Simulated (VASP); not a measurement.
# Cd (P6_3/mmc) in VASP: further runs, part 2 of 2

VASP 6.6.1.

## 5. Single point, PBE

This run uses another cell than the first one, of 21.52 Å³/atom, 1.267 times its volume.

Contents of INCAR:

```
PREC     = Accurate       # precision mode
ENCUT    = 520            # plane-wave cutoff, eV
EDIFF    = 1E-6           # SCF threshold, eV
ISMEAR   = -1             # smearing method
SIGMA    = 0.08           # smearing width, eV
LREAL    = False          # projectors in reciprocal space
LASPH    = True           # aspherical terms in the spheres
NELM     = 60             # most SCF steps
ALGO     = Normal         # electronic algorithm
ISIF     = 2              # what is computed and relaxed
LWAVE    = False          # write WAVECAR
LCHARG   = False          # write CHGCAR
GGA      = PE             # functional
NBANDS   = 19             # bands
```

Contents of KPOINTS:

```
Automatic mesh
0
Gamma
  15 15 8
```

Contents of POSCAR:

```
Cd
1.0
    3.1463646362      0.0000000000      0.0000000000
   -1.5731823181      2.7248317045      0.0000000000
    0.0000000000      0.0000000000      5.0196170019
Cd
2
Direct
    0.3333333333      0.6666666667      0.2500000000
    0.6666666667      0.3333333333      0.7500000000
```

Potentials or basis: VASP PAW PBE potentials, release 64 (Cd).

Command:

```sh
$ cat potpaw_PBE.64/Cd/POTCAR > POTCAR
$ mpirun -np 1 vasp_std > vasp.out
```

OUTCAR:

```text
PREC = Accurate
   ENCUT = 520
   EDIFF = 1E-6
   ISMEAR = -1
   LREAL = False
   LASPH = True
   NELM = 60
   ISIF = 2
   GGA = PE

 ion  position               nearest neighbor table
   1  0.333  0.667  0.250-   2 3.10   2 3.10   2 3.10   2 3.10   2 3.10   2 3.10
   2  0.667  0.333  0.750-   1 3.10   1 3.10   1 3.10   1 3.10   1 3.10   1 3.10

  LATTYP: Found a hexagonal cell.
 ALAT       =     3.1463646362
 C/A-ratio  =     1.5953703980

  Lattice vectors:

 A1 = (   3.1463646362,   0.0000000000,   0.0000000000)
 A2 = (  -1.5731823181,   2.7248317045,   0.0000000000)
 A3 = (   0.0000000000,   0.0000000000,   5.0196170019)

Analysis of symmetry for initial positions (statically):
=====================================================================
 Subroutine PRICEL returns:
 Original cell was already a primitive cell.

 Routine SETGRP: Setting up the symmetry group for a
 hexagonal supercell.

 Subroutine GETGRP returns: Found 24 space group operations
 (whereof 12 operations were pure point group operations)
 out of a pool of 24 trial point group operations.

The static configuration has the point symmetry D_3d.
 The point group associated with its full space group is D_6h.

Analysis of symmetry for dynamics (positions and initial velocities):
=====================================================================
 Subroutine PRICEL returns:
 Original cell was already a primitive cell.

 Routine SETGRP: Setting up the symmetry group for a
 hexagonal supercell.

 Subroutine GETGRP returns: Found 24 space group operations
 (whereof 12 operations were pure point group operations)
 out of a pool of 24 trial point group operations.

The dynamic configuration has the point symmetry D_3d.
 The point group associated with its full space group is D_6h.

 Subroutine INISYM returns: Found 24 space group operations
 (whereof 12 operations are pure point group operations),
 and found     1 'primitive' translations

----------------------------------------------------------------------------------------

                                     Primitive cell

  volume of cell :      43.0348

  direct lattice vectors                    reciprocal lattice vectors
     3.146364636  0.000000000  0.000000000     0.317827117  0.183497571  0.000000000
    -1.573182318  2.724831705  0.000000000     0.000000000  0.366995143  0.000000000
     0.000000000  0.000000000  5.019617002     0.000000000  0.000000000  0.199218387

  length of vectors
     3.146364636  3.146364636  5.019617002     0.366995143  0.366995143  0.199218387

  position of ions in fractional coordinates (direct lattice)
     0.333333333  0.666666667  0.250000000
     0.666666667  0.333333333  0.750000000

  ion indices of the primitive-cell ions
   primitive index   ion index
                 1           1
                 2           2

----------------------------------------------------------------------------------------

 KPOINTS: Automatic mesh

Automatic generation of k-mesh.
 Grid dimensions read from file:
 generate k-points for:   15   15    8

 Generating k-lattice:

  Cartesian coordinates                     Fractional coordinates (reciprocal lattice)
     0.021188474  0.012233171  0.000000000     0.066666667  0.000000000  0.000000000
     0.000000000  0.024466343  0.000000000     0.000000000  0.066666667  0.000000000
     0.000000000  0.000000000  0.024902298     0.000000000  0.000000000  0.125000000

  Length of vectors
     0.024466343  0.024466343  0.024902298

  Shift w.r.t. Gamma in fractional coordinates (k-lattice)
     0.000000000  0.000000000  0.000000000

 Subroutine IBZKPT returns following result:
 ===========================================

 Found    135 irreducible k-points:

 Following reciprocal coordinates:
            Coordinates               Weight
  0.000000  0.000000  0.000000      1.000000
  0.066667  0.000000  0.000000      6.000000
  0.133333 -0.000000  0.000000      6.000000
  0.200000  0.000000  0.000000      6.000000
  0.266667 -0.000000  0.000000      6.000000
  0.333333  0.000000  0.000000      6.000000
[... 16 lines left out ...]
  0.333333  0.200000  0.000000     12.000000
  0.400000  0.200000  0.000000      6.000000
 [... further k-points ...]
   k-points           NKPTS =    135   k-points in BZ     NKDIM =    135   number of bands    NBANDS=     19
   number of dos      NEDOS =    301   number of ions     NIONS =      2
   total plane-waves  NPLWV =  23040
   dimension x,y,z NGX =    24 NGY =   24 NGZ =   40
   dimension x,y,z NGXF=    48 NGYF=   48 NGZF=   80
   ions per type =               2
   NGX,Y,Z   is equivalent  to a cutoff of  12.68, 12.68, 13.25 a.u.
   NGXF,Y,Z  is equivalent  to a cutoff of  25.36, 25.36, 26.50 a.u.
 SYSTEM =  unknown system
   PREC   = accura    normal or accurate (medium, high low for compatibility)
   ISTART =      0    job   : 0-new  1-cont  2-samecut
   ICHARG =      2    charge: 1-file 2-atom 10-const
   ISPIN  =      1    spin polarized calculation?
   LNONCOLLINEAR =      F non collinear calculations
   LSORBIT =      F    spin-orbit coupling
   LASPH  =      T    aspherical Exc in radial PAW
   ENCUT  =  520.0 eV  38.22 Ry    6.18 a.u.   5.85  5.85  9.33*2*pi/ulx,y,z
   NELM   =     60;   NELMIN=  2; NELMDL= -5     # of ELM steps
   EDIFF  = 0.1E-05   stopping-criterion for ELM
   LREAL  =      F    real-space projection
   EDIFFG = 0.1E-04   stopping-criterion for IOM
   NSW    =      0    number of steps for IOM
   IBRION =     -1    ionic relax: 0-MD 1-quasi-New 2-CG
   NFREE  =      0    steps in history (QN), initial steepest desc. (CG)
   ISIF   =      2    stress and relaxation
   ISYM   =      2    0-nonsym 1-usesym 2-fastsym
   POTIM  = 0.5000    time-step for ionic-motion
   TEBEG  =    0.0;   TEEND  =   0.0 temperature during run
   PSTRESS=    0.0 pullay stress
   NELECT =      24.0000    total number of electrons
   NUPDOWN=      -1.0000    fix difference up-down
   EMIN   =  10.00;   EMAX   =-10.00  energy-range for DOS
   EFERMI =   0.00;   METHOD = LEGACY
   ISMEAR =    -1;   SIGMA  =   0.08  broadening in eV -4-tet -1-fermi 0-gaus
   EFERMI_NEDOS =   21; number of points for ismear=-14 and -15
   IALGO  =     38    algorithm
   IMIX   =      4    mixing-type and parameters
     AMIX     =   0.40;   BMIX     =  1.00
     AMIX_MAG =   1.60;   BMIX_MAG =  1.00
  volume/ion in A,a.u.               =      21.52       145.21
  Fermi-wavevector in a.u.,A,eV,Ry     =   1.347531  2.546465 24.706005  1.815840
  Thomas-Fermi vector in A             =   2.475274
   LORBIT       =      0    0 simple, 1 ext, 2 COOP (PROOUT), +10 PAW based schemes
   GGA     = PE    functional components
   LHFCALC =     F    Hartree Fock is set to
   AEXX    =    0.0000 exact exchange contribution
   IVDW    =     0    specifies the selected vdW correction
   LEPSILON=     F    determine dielectric tensor
   LRPA    =     F    only Hartree local field effects (RPA)
 non-spin polarized calculation
  energy-cutoff  :      520.00
  volume of cell :       43.03
 maximum number of plane-waves:      1194
 NGX is ok and might be reduce to    24

 number of electron      23.9999994 magnetization

 Free energy of the ion-electron system (eV)
  ---------------------------------------------------
  ext. energy  EPLUGINS =         0.00000000
  ---------------------------------------------------
  free energy    TOTEN  =        -1.45441272 eV

  energy without entropy =       -1.44052012  energy(sigma->0) =       -1.44746642

 E-fermi :   3.0811     XC(G=0): -11.0661

 val. band max:        3.0309560487   @ k =   0.4667  -0.0000   0.5000
 cond. band min:       3.1166937965   @ k =   0.3333   0.1333   0.0000
 fundamental gap:      0.0857377477
 Fermi energy:         3.0811125853

 k-point     1 :       0.0000    0.0000    0.0000
  band No.  band energies     occupation
      1      -6.7600      2.00000
      2      -6.2083      2.00000
      3      -6.1869      2.00000
      4      -6.1869      2.00000
      5      -6.0818      2.00000
      6      -6.0818      2.00000
[... 11 lines left out ...]
     18      17.2043      0.00000
     19      17.5079      0.00000
[... 485 lines left out ...]
 k-point    24 :       0.4000    0.2000    0.0000
  band No.  band energies     occupation
      1      -6.6963      2.00000
      2      -6.6151      2.00000
      3      -6.3677      2.00000
      4      -6.2407      2.00000
      5      -6.0400      2.00000
      6      -5.9028      2.00000
[... 11 lines left out ...]
     18      11.6304      0.00000
     19      12.5166      0.00000

 [... further k-points ...]

------------------------ aborting loop because EDIFF is reached ----------------------------------------

  FORCE on cell =-STRESS in cart. coord.  units (eV):
  Direction    XX          YY          ZZ          XY          YZ          ZX
  --------------------------------------------------------------------------------------
  -------------------------------------------------------------------------------------
  Total        0.7391123      0.7391123      0.7398358     -0.0000000      0.0000000      0.0000000
  in kB       27.5170388     27.5170388     27.5439727     -0.0000000      0.0000000      0.0000000
  external PRESSURE =      27.5260168 kB  Pullay stress =       0.0000000 kB

 VOLUME and BASIS-vectors are now :
 -----------------------------------------------------------------------------
  energy-cutoff  :      520.00
  volume of cell :       43.03
      direct lattice vectors                 reciprocal lattice vectors
     3.146364636  0.000000000  0.000000000     0.317827117  0.183497571  0.000000000
    -1.573182318  2.724831705  0.000000000     0.000000000  0.366995143  0.000000000
     0.000000000  0.000000000  5.019617002     0.000000000  0.000000000  0.199218387

 POSITION                                       TOTAL-FORCE (eV/Angst)
 -----------------------------------------------------------------------------------
     -0.00000      1.81655      1.25490         0.000000      0.000000      0.000000
      1.57318      0.90828      3.76471        -0.000000      0.000000      0.000000
 -----------------------------------------------------------------------------------
    total drift:                               -0.000000      0.000000      0.000000

  FREE ENERGIE OF THE ION-ELECTRON SYSTEM (eV)
  ---------------------------------------------------
  free  energy   TOTEN  =        -1.4544127222 eV

  energy  without entropy=       -1.4405201160  energy(sigma->0) =       -1.44746642
```

Wall time 72 s (1 thread of Oxide Virtual Turin-like, shared host); peak memory 0.19 GiB.

What came out:

* Free energy: -1.4544 eV
* Pressure: 2.8 GPa
* Band gap on the k mesh: zero (band 12 reaches 4.34 eV, above the bottom of band 13 at 1.93 eV)

Levels at points of the mesh, in eV from the Fermi level:
```
           k point  band 8  band 9  band 10  band 11  band 12  band 13  band 14  band 15  band 16  band 17
(0.00, 0.00, 0.00)   -9.06   -9.03    -8.53    -8.53    -2.39    -1.15    12.13    12.13    12.90    14.12
(0.00, 0.00, 0.50)   -8.69   -8.69    -8.69    -7.21    -7.21     6.63     6.63    13.26    13.26    13.39
```

## 6. Single point, PBE

Contents of INCAR:

```
SYSTEM = Cd
  PREC = Accurate
  ENCUT = 520
  EDIFF = 1E-7
  ISMEAR = -1
  SIGMA = 0.08
  LREAL = .False.
  LASPH = .True.
  NELM = 100
  ALGO = Normal
  ISIF = 2
  LWAVE = .False.
  LCHARG = .False.
  GGA = PE
  NBANDS = 19
```

Contents of KPOINTS:

```
regular mesh
0
Gamma
  15 15 8
  0 0 0
```

POSCAR is that of step 5.

Potentials or basis: VASP PAW PBE potentials, release 64 (Cd).

Command:

```sh
$ cat potpaw_PBE.64/Cd/POTCAR > POTCAR
$ mpirun -np 1 vasp_std > vasp.out
```

Run time: 77 s. Hardware: 1 thread of Oxide Virtual Turin-like, shared host; peak memory 0.19 GiB.

Results (log left out):

```
Free energy            : -1.4544 eV
Pressure               : 2.8 GPa
Band gap on the k mesh : zero (band 12 reaches 4.34 eV, above the bottom of band 13 at 1.93 eV)
```

Levels at points of the mesh, in eV from the Fermi level:
| k point | band 8 | band 9 | band 10 | band 11 | band 12 | band 13 | band 14 | band 15 | band 16 | band 17 |
| --- | --- | --- | --- | --- | --- | --- | --- | --- | --- | --- |
| (0.00, 0.00, 0.00) | -9.06 | -9.03 | -8.53 | -8.53 | -2.39 | -1.15 | 12.13 | 12.13 | 12.90 | 14.12 |
| (0.00, 0.00, 0.50) | -8.69 | -8.69 | -8.69 | -7.21 | -7.21 | 6.63 | 6.63 | 13.26 | 13.26 | 13.39 |

## 7. Overview

```csv
cell,gap on the mesh (eV),pressure (GPa)
"a = 2.890, b = 2.890, c = 4.699 Å, angles 90.0, 90.0, 120.0°, 2 atoms",none,28.9
"a = 3.022, b = 3.022, c = 4.869 Å, angles 90.0, 90.0, 120.0°, 2 atoms",none,11.4
"a = 3.146, b = 3.146, c = 5.020 Å, angles 90.0, 90.0, 120.0°, 2 atoms",none,2.8
```

Alike in all rows: task single point; level PBE; potentials or basis VASP PAW PBE potentials, release 64 (Cd); no spin polarisation; k mesh 15 × 15 × 8; cutoff (eV) 520; smearing fermi-dirac 0.08 eV.

Total energies depend on the potentials used, so only differences within one code and one set of settings carry meaning.
